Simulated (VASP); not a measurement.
# VH2 (Fm-3m) in VASP: a series of runs, part 3 of 3

VASP 6.6.1. Earlier steps stand in the parts before.

## Step 6: Single point, PBEsol, collinear spin, ferromagnetic start

Contents of INCAR:

```
ALGO = Normal ; EDIFF = 1E-6
ENCUT = 500 ; GGA = PS
GGA_COMPAT = False ; ISIF = 2
ISMEAR = 1 ; ISPIN = 2
LASPH = True ; LCHARG = False
LMAXMIX = 4 ; LORBIT = 11
LREAL = False ; LWAVE = False
MAGMOM = 1.33 0.02 0.02 ; NBANDS = 18
NELM = 200 ; NUPDOWN = 1.8
PREC = Accurate ; SIGMA = 0.1
```

Contents of KPOINTS:

```
k-points
0
Gamma
  5 5 5
```

Contents of POSCAR:

```
VH2
1.0
    0.0000000000      2.1355000000      2.1355000000
    2.1355000000      0.0000000000      2.1355000000
    2.1355000000      2.1355000000      0.0000000000
V H
1 2
Direct
    0.0000000000      0.0000000000      0.0000000000
    0.2500000000      0.2500000000      0.2500000000
    0.7500000000      0.7500000000      0.7500000000
```

Potentials or basis: VASP PAW PBE potentials, release 64 (V_sv, H).

On the command line:

```
> cat potpaw_PBE.64/V_sv/POTCAR potpaw_PBE.64/H/POTCAR > POTCAR
> mpirun -np 1 vasp_std > vasp.out
```

OUTCAR:

```text
EDIFF = 1E-6
   ENCUT = 500
   GGA = PS
   ISIF = 2
   ISMEAR = 1
   ISPIN = 2
   LASPH = True
   LORBIT = 11
   LREAL = False
   NELM = 200
   NUPDOWN = 1.8
   PREC = Accurate

 ion  position               nearest neighbor table
   1  0.000  0.000  0.000-   3 1.85   3 1.85   3 1.85   2 1.85   2 1.85   2 1.85   3 1.85   2 1.85

   2  0.250  0.250  0.250-   1 1.85   1 1.85   1 1.85   1 1.85
   3  0.750  0.750  0.750-   1 1.85   1 1.85   1 1.85   1 1.85

  LATTYP: Found a face centered cubic cell.
 ALAT       =     4.2710000000

  Lattice vectors:

 A1 = (   0.0000000000,   2.1355000000,   2.1355000000)
 A2 = (   2.1355000000,   0.0000000000,   2.1355000000)
 A3 = (   2.1355000000,   2.1355000000,   0.0000000000)

Analysis of symmetry for initial positions (statically):
=====================================================================
 Subroutine PRICEL returns:
 Original cell was already a primitive cell.

 Routine SETGRP: Setting up the symmetry group for a
 face centered cubic supercell.

 Subroutine GETGRP returns: Found 48 space group operations
 (whereof 48 operations were pure point group operations)
 out of a pool of 48 trial point group operations.

The static configuration has the point symmetry O_h .

Analysis of symmetry for dynamics (positions and initial velocities):
=====================================================================
 Subroutine PRICEL returns:
 Original cell was already a primitive cell.

 Routine SETGRP: Setting up the symmetry group for a
 face centered cubic supercell.

 Subroutine GETGRP returns: Found 48 space group operations
 (whereof 48 operations were pure point group operations)
 out of a pool of 48 trial point group operations.

The dynamic configuration has the point symmetry O_h .

Analysis of structural, dynamic, and magnetic symmetry:
=====================================================================
 Subroutine PRICEL returns:
 Original cell was already a primitive cell.
[... 143 lines left out ...]

 E-fermi :   7.4116     XC(G=0): -12.2384

 val. band max:        8.4448989673   @ k =   0.4000   0.2000   0.0000
 cond. band min:       7.4215397153   @ k =   0.4000   0.2000   0.0000
 fundamental gap:     -1.0233592519
 Fermi energy:         8.4548024191

 spin component 1

 k-point     1 :       0.0000    0.0000    0.0000
  band No.  band energies     occupation
      1     -56.8075      1.00000
      2     -30.6286      1.00000
      3     -30.6286      1.00000
      4     -30.6286      1.00000
      5      -3.5528      1.00000
      6       6.6050      1.00000
[... 186 lines left out ...]
      4     -30.7222      1.00000
      5       1.3002      1.00000
      6       1.8509      1.00000
[... 10 lines left out ...]
     17      32.3807      0.00000
     18      34.1095      0.00000
 Fermi energy:         7.4116384180

 spin component 2

 k-point     1 :       0.0000    0.0000    0.0000
  band No.  band energies     occupation
      1     -55.2068      1.00000
      2     -29.0359      1.00000
      3     -29.0359      1.00000
      4     -29.0359      1.00000
      5      -3.1436      1.00000
      6       7.8162     -0.00000
[... 187 lines left out ...]
      5       1.7026      1.00000
      6       2.3397      1.00000
[... 10 lines left out ...]
     17      32.9365      0.00000
     18      34.8444      0.00000

------------------------ aborting loop because EDIFF is reached ----------------------------------------

  FORCE on cell =-STRESS in cart. coord.  units (eV):
  Direction    XX          YY          ZZ          XY          YZ          ZX
  --------------------------------------------------------------------------------------
  -------------------------------------------------------------------------------------
  Total       -0.0322017     -0.0322017     -0.0322017      0.0000000      0.0000000      0.0000000
  in kB       -2.6488722     -2.6488722     -2.6488722      0.0000000      0.0000000      0.0000000
  external PRESSURE =      -2.6488722 kB  Pullay stress =       0.0000000 kB

 VOLUME and BASIS-vectors are now :
 -----------------------------------------------------------------------------
  energy-cutoff  :      500.00
  volume of cell :       19.48
      direct lattice vectors                 reciprocal lattice vectors
     0.000000000  2.135500000  2.135500000    -0.234137204  0.234137204  0.234137204
     2.135500000  0.000000000  2.135500000     0.234137204 -0.234137204  0.234137204
     2.135500000  2.135500000  0.000000000     0.234137204  0.234137204 -0.234137204

 POSITION                                       TOTAL-FORCE (eV/Angst)
 -----------------------------------------------------------------------------------
      0.00000      0.00000      0.00000         0.000000      0.000000      0.000000
      1.06775      1.06775      1.06775         0.000000      0.000000      0.000000
      3.20325      3.20325      3.20325        -0.000000     -0.000000     -0.000000
 -----------------------------------------------------------------------------------
    total drift:                               -0.000000      0.000000      0.000000

  FREE ENERGIE OF THE ION-ELECTRON SYSTEM (eV)
  ---------------------------------------------------
  free  energy   TOTEN  =       -16.6497393090 eV

  energy  without entropy=      -16.6453779268  energy(sigma->0) =      -16.64828551

 total charge

# of ion       s       p       d       tot
------------------------------------------
    1        2.211   6.219   3.173  11.603
    2        0.568   0.023   0.000   0.591
    3        0.568   0.023   0.000   0.591
--------------------------------------------------
tot          3.348   6.265   3.173  12.786

 magnetization (x)

# of ion       s       p       d       tot
------------------------------------------
    1        0.008   0.014   1.629   1.651
    2       -0.021   0.008   0.000  -0.012
    3       -0.021   0.008   0.000  -0.012
--------------------------------------------------
tot         -0.033   0.030   1.629   1.626
```

OSZICAR:

```text
N       E                     dE             d eps       ncg     rms          rms(c)
DAV:   1     0.110283986906E+03    0.11028E+03   -0.69483E+03   720   0.847E+02
DAV:   2    -0.161382007587E+02   -0.12642E+03   -0.12048E+03   744   0.276E+02
DAV:   3    -0.188074548174E+02   -0.26693E+01   -0.26569E+01   802   0.433E+01
DAV:   4    -0.188178731779E+02   -0.10418E-01   -0.10418E-01   816   0.289E+00
DAV:   5    -0.188179487771E+02   -0.75599E-04   -0.75598E-04   766   0.235E-01    0.225E+01
DAV:   6    -0.166694996790E+02    0.21484E+01   -0.28414E+00   734   0.264E+01    0.498E+00
DAV:   7    -0.166590452395E+02    0.10454E-01   -0.22751E-01   752   0.463E+00    0.311E+00
DAV:   8    -0.166488765193E+02    0.10169E-01   -0.31108E-02   778   0.178E+00    0.161E+00
DAV:   9    -0.166488202071E+02    0.56312E-04   -0.52357E-03   756   0.744E-01    0.533E-01
DAV:  10    -0.166497444435E+02   -0.92424E-03   -0.35947E-04   784   0.194E-01    0.193E-01
DAV:  11    -0.166497335339E+02    0.10910E-04   -0.39766E-05   756   0.524E-02    0.393E-02
DAV:  12    -0.166497390206E+02   -0.54867E-05   -0.10790E-05   754   0.295E-02    0.559E-03
DAV:  13    -0.166497393090E+02   -0.28843E-06   -0.56118E-07   600   0.622E-03
   1 F= -.16649739E+02 E0= -.16648286E+02  d E =-.436138E-02  mag=     1.8001
```

Run time: 15 s. Hardware: 1 thread of Intel Xeon 8259CL, shared host; peak memory 0.15 GiB.

Results:

| Property | Result |
| --- | --- |
| Free energy | -16.6497 eV |
| Pressure | -0.3 GPa |
| Net moment | 1.80 μB per cell |
| Site moments | V +1.65; H -0.01 μB |
| Valence electrons inside the program's atomic spheres | V 11.60; H 0.59 |

Caveat: the k points lie up to 0.51 Å⁻¹ apart; the PAW data sets were made with another functional, which shifts forces and pressure a little; the total moment is fixed, so each spin has its own Fermi level.

## Step 7: Overview

| spin | fixed moment (μB) | pressure (GPa) | moment (μB) |
| --- | --- | --- | --- |
| collinear, zero start | 0.0 | -12.0 | 0.00 |
| collinear, ferromagnetic start | 0.4 | -11.6 | 0.40 |
| collinear, ferromagnetic start | 0.9 | -10.0 | 0.90 |
| collinear, ferromagnetic start | 1.3 | -6.8 | 1.30 |
| collinear, ferromagnetic start | 1.8 | -0.3 | 1.80 |

Alike in all rows: task single point; level PBEsol; potentials or basis VASP PAW PBE potentials, release 64 (V_sv, H); cell as given; k mesh 5 × 5 × 5; cutoff (eV) 500; smearing methfessel-paxton 0.1 eV.

Caveats: all runs use coarse meshes; the PAW data sets were made with another functional, which shifts forces and pressure a little; the total moment is fixed, so each spin has its own Fermi level.

Absolute energies hang on the potentials; compare differences alone.
